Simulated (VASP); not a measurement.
# Sc (P6_3/mmc) in VASP: a series of runs

The runs below take Sc through electric field gradients, with PBEsol, r2SCAN.

All numbers are computed with VASP 6.6.1; they aren't measurements. Logs are shortened: lines on timing, memory, paths and dates and some standing lists are left out, and cuts for length are marked.

**1. The cell of the first run**

It takes space group P6_3/mmc (No. 194, hexagonal). Conventional cell: a = 3.309 Å, b = 3.309 Å, c = 5.268 Å, α = 90.00°, β = 90.00°, γ = 120.00°. Sc (site symmetry -6m2) has 12 Sc at 3.25 to 3.31 Å within 4.3 Å.

**2. Electric field gradients, PBEsol**

File INCAR:

```
ALGO = Normal
EDIFF = 1E-8
ENCUT = 520
GGA = PS
ISIF = 2
ISMEAR = -1
LASPH = T
LCHARG = F
LEFG = T
LREAL = F
LWAVE = F
NBANDS = 18
NELM = 80
PREC = Accurate
SIGMA = 0.03
```

File KPOINTS:

```
k-points
0
Gamma
  13 13 7
```

File POSCAR:

```
Sc
1.0
    3.3087978973      0.0000000000      0.0000000000
   -1.6543989486      2.8655030350      0.0000000000
    0.0000000000      0.0000000000      5.2680000000
Sc
2
Direct
    0.3333333333      0.6666666667      0.2500000000
    0.6666666667      0.3333333333      0.7500000000
```

Potentials or basis: VASP PAW PBE potentials, release 64 (Sc_sv).

Launch:

```sh
> cat potpaw_PBE.64/Sc_sv/POTCAR > POTCAR
> mpirun -np 1 vasp_std > vasp.out
```

OUTCAR:

```text
EDIFF = 1E-8
   ENCUT = 520
   GGA = PS
   ISIF = 2
   ISMEAR = -1
   LASPH = T
   LREAL = F
   NELM = 80
   PREC = Accurate

 ion  position               nearest neighbor table
   1  0.333  0.667  0.250-   2 3.25   2 3.25   2 3.25   2 3.25   2 3.25   2 3.25
   2  0.667  0.333  0.750-   1 3.25   1 3.25   1 3.25   1 3.25   1 3.25   1 3.25

  LATTYP: Found a hexagonal cell.
 ALAT       =     3.3087978973
 C/A-ratio  =     1.5921190002

  Lattice vectors:

 A1 = (   3.3087978973,   0.0000000000,   0.0000000000)
 A2 = (  -1.6543989486,   2.8655030350,   0.0000000000)
 A3 = (   0.0000000000,   0.0000000000,   5.2680000000)

Analysis of symmetry for initial positions (statically):
=====================================================================
 Subroutine PRICEL returns:
 Original cell was already a primitive cell.

 Routine SETGRP: Setting up the symmetry group for a
 hexagonal supercell.

 Subroutine GETGRP returns: Found 24 space group operations
 (whereof 12 operations were pure point group operations)
 out of a pool of 24 trial point group operations.

The static configuration has the point symmetry D_3d.
 The point group associated with its full space group is D_6h.

Analysis of symmetry for dynamics (positions and initial velocities):
=====================================================================
 Subroutine PRICEL returns:
 Original cell was already a primitive cell.

 Routine SETGRP: Setting up the symmetry group for a
 hexagonal supercell.

 Subroutine GETGRP returns: Found 24 space group operations
 (whereof 12 operations were pure point group operations)
 out of a pool of 24 trial point group operations.

The dynamic configuration has the point symmetry D_3d.
 The point group associated with its full space group is D_6h.

 Subroutine INISYM returns: Found 24 space group operations
 (whereof 12 operations are pure point group operations),
 and found     1 'primitive' translations

----------------------------------------------------------------------------------------

                                     Primitive cell

  volume of cell :      49.9479

  direct lattice vectors                    reciprocal lattice vectors
     3.308797897  0.000000000  0.000000000     0.302224563  0.174489433  0.000000000
    -1.654398949  2.865503035  0.000000000     0.000000000  0.348978866  0.000000000
     0.000000000  0.000000000  5.268000000     0.000000000  0.000000000  0.189825361

  length of vectors
     3.308797897  3.308797897  5.268000000     0.348978866  0.348978866  0.189825361

  position of ions in fractional coordinates (direct lattice)
     0.333333333  0.666666667  0.250000000
     0.666666667  0.333333333  0.750000000

  ion indices of the primitive-cell ions
   primitive index   ion index
                 1           1
                 2           2

----------------------------------------------------------------------------------------

 KPOINTS: k-points

Automatic generation of k-mesh.
 Grid dimensions read from file:
 generate k-points for:   13   13    7

 Generating k-lattice:

  Cartesian coordinates                     Fractional coordinates (reciprocal lattice)
     0.023248043  0.013422264  0.000000000     0.076923077 -0.000000000  0.000000000
     0.000000000  0.026844528  0.000000000     0.000000000  0.076923077  0.000000000
     0.000000000  0.000000000  0.027117909     0.000000000  0.000000000  0.142857143

  Length of vectors
     0.026844528  0.026844528  0.027117909

  Shift w.r.t. Gamma in fractional coordinates (k-lattice)
     0.000000000  0.000000000  0.000000000

 Subroutine IBZKPT returns following result:
 ===========================================

 Found     84 irreducible k-points:

 Following reciprocal coordinates:
            Coordinates               Weight
  0.000000  0.000000  0.000000      1.000000
  0.076923  0.000000  0.000000      6.000000
  0.153846  0.000000  0.000000      6.000000
  0.230769  0.000000  0.000000      6.000000
  0.307692  0.000000  0.000000      6.000000
  0.384615  0.000000  0.000000      6.000000
[... 16 lines left out ...]
  0.076923  0.000000  0.142857     12.000000
  0.153846  0.000000  0.142857     12.000000
 [... further k-points ...]
   k-points           NKPTS =     84   k-points in BZ     NKDIM =     84   number of bands    NBANDS=     18
   number of dos      NEDOS =    301   number of ions     NIONS =      2
   total plane-waves  NPLWV =  31360
   dimension x,y,z NGX =    28 NGY =   28 NGZ =   40
   dimension x,y,z NGXF=    56 NGYF=   56 NGZF=   80
   ions per type =               2
   NGX,Y,Z   is equivalent  to a cutoff of  14.07, 14.07, 12.62 a.u.
   NGXF,Y,Z  is equivalent  to a cutoff of  28.14, 28.14, 25.25 a.u.
 SYSTEM =  unknown system
   PREC   = accura    normal or accurate (medium, high low for compatibility)
   ISTART =      0    job   : 0-new  1-cont  2-samecut
   ICHARG =      2    charge: 1-file 2-atom 10-const
   ISPIN  =      1    spin polarized calculation?
   LNONCOLLINEAR =      F non collinear calculations
   LSORBIT =      F    spin-orbit coupling
   LASPH  =      T    aspherical Exc in radial PAW
   ENCUT  =  520.0 eV  38.22 Ry    6.18 a.u.   6.15  6.15  9.79*2*pi/ulx,y,z
   NELM   =     80;   NELMIN=  2; NELMDL= -5     # of ELM steps
   EDIFF  = 0.1E-07   stopping-criterion for ELM
   LREAL  =      F    real-space projection
   EDIFFG = 0.1E-06   stopping-criterion for IOM
   NSW    =      0    number of steps for IOM
   IBRION =     -1    ionic relax: 0-MD 1-quasi-New 2-CG
   NFREE  =      0    steps in history (QN), initial steepest desc. (CG)
   ISIF   =      2    stress and relaxation
   ISYM   =      2    0-nonsym 1-usesym 2-fastsym
   POTIM  = 0.5000    time-step for ionic-motion
   TEBEG  =    0.0;   TEEND  =   0.0 temperature during run
   PSTRESS=    0.0 pullay stress
   NELECT =      22.0000    total number of electrons
   NUPDOWN=      -1.0000    fix difference up-down
   EMIN   =  10.00;   EMAX   =-10.00  energy-range for DOS
   EFERMI =   0.00;   METHOD = LEGACY
   ISMEAR =    -1;   SIGMA  =   0.03  broadening in eV -4-tet -1-fermi 0-gaus
   EFERMI_NEDOS =   21; number of points for ismear=-14 and -15
   IALGO  =     38    algorithm
   IMIX   =      4    mixing-type and parameters
     AMIX     =   0.40;   BMIX     =  1.00
     AMIX_MAG =   1.60;   BMIX_MAG =  1.00
  volume/ion in A,a.u.               =      24.97       168.53
  Fermi-wavevector in a.u.,A,eV,Ry     =   1.245595  2.353833 21.109524  1.551506
  Thomas-Fermi vector in A             =   2.379810
   LORBIT       =      0    0 simple, 1 ext, 2 COOP (PROOUT), +10 PAW based schemes
   GGA     = PS    functional components
   LHFCALC =     F    Hartree Fock is set to
   AEXX    =    0.0000 exact exchange contribution
   IVDW    =     0    specifies the selected vdW correction
   LEPSILON=     F    determine dielectric tensor
   LRPA    =     F    only Hartree local field effects (RPA)
 non-spin polarized calculation
  energy-cutoff  :      520.00
  volume of cell :       49.95
 maximum number of plane-waves:      1363
 NGX is ok and might be reduce to    28
   NGX = 13   NGY = 13   NGZ = 19

 number of electron      22.0000000 magnetization

 Free energy of the ion-electron system (eV)
  ---------------------------------------------------
  ext. energy  EPLUGINS =         0.00000000
  ---------------------------------------------------
  free energy    TOTEN  =       -13.18821184 eV

  energy without entropy =      -13.17449814  energy(sigma->0) =      -13.18135499

 E-fermi :   3.5082     XC(G=0):  -9.9368

 val. band max:        3.5059596847   @ k =   0.3846   0.0769   0.4286
 cond. band min:       3.5156338768   @ k =   0.2308   0.0000   0.2857
 fundamental gap:      0.0096741921
 Fermi energy:         3.5081696290

 k-point     1 :       0.0000    0.0000    0.0000
  band No.  band energies     occupation
      1     -45.7423      2.00000
      2     -45.6793      2.00000
      3     -24.6390      2.00000
      4     -24.3137      2.00000
      5     -24.3137      2.00000
      6     -24.2559      2.00000
[... 10 lines left out ...]
     17       5.8595      0.00000
     18       5.8595      0.00000

 k-point     2 :       0.0769    0.0000    0.0000
  band No.  band energies     occupation
      1     -45.7396      2.00000
      2     -45.6781      2.00000
      3     -24.6316      2.00000
      4     -24.3290      2.00000
      5     -24.3188      2.00000
      6     -24.2718      2.00000
[... 10 lines left out ...]
     17       5.7515      0.00000
     18       5.7813      0.00000

 k-point     3 :       0.1538    0.0000    0.0000
  band No.  band energies     occupation
      1     -45.7318      2.00000
      2     -45.6752      2.00000
      3     -24.6102      2.00000
      4     -24.3716      2.00000
      5     -24.3326      2.00000
      6     -24.3155      2.00000
[... 10 lines left out ...]
     17       5.6504      0.00000
     18       5.8265      0.00000

 k-point     4 :       0.2308    0.0000    0.0000
  band No.  band energies     occupation
      1     -45.7204      2.00000
      2     -45.6713      2.00000
      3     -24.5776      2.00000
      4     -24.4323      2.00000
      5     -24.3755      2.00000
      6     -24.3514      2.00000
[... 10 lines left out ...]
     17       5.9758      0.00000
     18       6.1959      0.00000

 k-point     5 :       0.3077    0.0000    0.0000
  band No.  band energies     occupation
      1     -45.7076      2.00000
      2     -45.6680      2.00000
      3     -24.5380      2.00000
      4     -24.4973      2.00000
      5     -24.4373      2.00000
      6     -24.3707      2.00000
[... 10 lines left out ...]
     17       6.4049      0.00000
     18       6.6323      0.00000

 k-point     6 :       0.3846    0.0000    0.0000
  band No.  band energies     occupation
      1     -45.6958      2.00000
      2     -45.6664      2.00000
      3     -24.5514      2.00000
      4     -24.4980      2.00000
      5     -24.4872      2.00000
      6     -24.3863      2.00000
[... 307 lines left out ...]
 k-point    21 :       0.3077    0.3077    0.0000
  band No.  band energies     occupation
      1     -45.6759      2.00000
      2     -45.6699      2.00000
      3     -24.5358      2.00000
      4     -24.4824      2.00000
      5     -24.4615      2.00000
      6     -24.4143      2.00000
[... 10 lines left out ...]
     17       7.1366      0.00000
     18       7.2085      0.00000

 k-point    22 :       0.0000    0.0000    0.1429
  band No.  band energies     occupation
      1     -45.7392      2.00000
      2     -45.6824      2.00000
      3     -24.6196      2.00000
      4     -24.3108      2.00000
      5     -24.3108      2.00000
      6     -24.2588      2.00000
[... 10 lines left out ...]
     17       6.0025      0.00000
     18       6.0025      0.00000

 k-point    23 :       0.0769    0.0000    0.1429
  band No.  band energies     occupation
      1     -45.7365      2.00000
      2     -45.6812      2.00000
      3     -24.6132      2.00000
      4     -24.3257      2.00000
      5     -24.3158      2.00000
      6     -24.2814      2.00000
[... 10 lines left out ...]
     17       5.9490      0.00000
     18       5.9525      0.00000

 k-point    24 :       0.1538    0.0000    0.1429
  band No.  band energies     occupation
      1     -45.7290      2.00000
      2     -45.6780      2.00000
      3     -24.5952      2.00000
      4     -24.3667      2.00000
      5     -24.3292      2.00000
      6     -24.3273      2.00000
[... 10 lines left out ...]
     17       5.9067      0.00000
     18       5.9348      0.00000

 [... further k-points ...]

------------------------ aborting loop because EDIFF is reached ----------------------------------------

  FORCE on cell =-STRESS in cart. coord.  units (eV):
  Direction    XX          YY          ZZ          XY          YZ          ZX
  --------------------------------------------------------------------------------------
  -------------------------------------------------------------------------------------
  Total       -0.6973118     -0.6973118     -1.2401672     -0.0000000      0.0000000      0.0000000
  in kB      -22.3676695    -22.3676695    -39.7808379     -0.0000000      0.0000000      0.0000000
  external PRESSURE =     -28.1720590 kB  Pullay stress =       0.0000000 kB

 VOLUME and BASIS-vectors are now :
 -----------------------------------------------------------------------------
  energy-cutoff  :      520.00
  volume of cell :       49.95
      direct lattice vectors                 reciprocal lattice vectors
     3.308797897  0.000000000  0.000000000     0.302224563  0.174489433  0.000000000
    -1.654398949  2.865503035  0.000000000     0.000000000  0.348978866  0.000000000
     0.000000000  0.000000000  5.268000000     0.000000000  0.000000000  0.189825361

 POSITION                                       TOTAL-FORCE (eV/Angst)
 -----------------------------------------------------------------------------------
     -0.00000      1.91034      1.31700        -0.000000      0.000000      0.000000
      1.65440      0.95517      3.95100         0.000000      0.000000      0.000000
 -----------------------------------------------------------------------------------
    total drift:                               -0.000000      0.000000     -0.000000

  FREE ENERGIE OF THE ION-ELECTRON SYSTEM (eV)
  ---------------------------------------------------
  free  energy   TOTEN  =       -13.1882118437 eV

  energy  without entropy=      -13.1744981404  energy(sigma->0) =      -13.18135499

 Electric field gradients (V/A^2)
---------------------------------------------------------------------
 ion       V_xx      V_yy      V_zz      V_xy      V_xz      V_yz
---------------------------------------------------------------------
   1      -4.770    -4.770     9.540     0.000     0.000    -0.000
   2      -4.770    -4.770     9.540     0.000    -0.000     0.000
---------------------------------------------------------------------

 Electric field gradients after diagonalization (V/A^2)
 (convention: |V_zz| > |V_xx| > |V_yy|)
----------------------------------------------------------------------
 ion       V_xx      V_yy      V_zz     asymmetry (V_yy - V_xx)/ V_zz
----------------------------------------------------------------------
   1      -4.770    -4.769     9.540       0.000
   2      -4.770    -4.769     9.540       0.000
----------------------------------------------------------------------

           NMR quadrupolar parameters

 Cq : quadrupolar parameter    Cq=e*Q*V_zz/h
 eta: asymmetry parameters     (V_yy - V_xx)/ V_zz
 Q  : nuclear electric quadrupole moment in mb (millibarn)
----------------------------------------------------------------------
 ion       Cq(MHz)       eta       Q (mb)
----------------------------------------------------------------------
   1       0.023       0.000       1.000
   2       0.023       0.000       1.000
----------------------------------------------------------------------
```

Run time: 75 s. Hardware: 1 thread of Oxide Virtual Turin-like, shared host; peak memory 0.18 GiB.

What came out:

```
Free energy                             : -13.1882 eV
Pressure                                : -2.8 GPa
Band gap on the k mesh                  : zero (bands 11 and 12 overlap by 1.19 eV)
Largest electric field gradient by atom : Sc +9.5 V/Å²
```

Electric field gradients, principal values (V/Å²):
| atom | least | middle | greatest (by size) |
| --- | --- | --- | --- |
| 1 Sc | -4.769 | -4.770 | 9.540 |
| 2 Sc | -4.769 | -4.770 | 9.540 |

Caveat: without QUAD_EFG the Cq values of the log hold for a quadrupole moment of 1 mb, not for the nuclei; the PAW data sets were made with another functional, which shifts forces and pressure a little.

[end of part 1 of 2]
